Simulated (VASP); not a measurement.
Fe, 1 atom in the cell. The structure is cubic, space group Fm-3m (No. 225). The conventional cell has a = 3.652 Å, b = 3.652 Å, c = 3.652 Å, α = 90.00°, β = 90.00°, γ = 90.00°. Fe (site symmetry m-3m) has 12 Fe at 2.58 Å within 3.4 Å. 

* Program: VASP 6.6.1
* Task: single point
* Functional: PBE
* Potentials or basis: VASP PAW PBE potentials, release 64 (Fe)
* Cutoff: 520 eV
* k mesh: 12 × 12 × 12
* Occupations: fermi-dirac, width 0.1 eV
* Spin: collinear spin, ferromagnetic start
* Starting moments: [4.53] μB
* Fixed moment: 4.53 μB
* Dipole correction: no
* Further INCAR settings: ALGO = Normal; EDIFF = 1e-07; NBANDS = 14

Potentials or basis: VASP PAW PBE potentials, release 64 (Fe).

The run is started by

```console
$ cat potpaw_PBE.64/Fe/POTCAR > POTCAR
$ mpirun -np 1 vasp_std > vasp.out
```

Hardware: 1 thread of Intel(R) Xeon(R) 6975P-C (Granite Rapids) (shared host).

Question: How long does it take, and how much memory?

Answer: Run time: 11 s on 1 thread of Intel(R) Xeon(R) 6975P-C (Granite Rapids), with other jobs on the host, peak memory 0.14 GiB. Counts: scf iterations 13, k points 72.
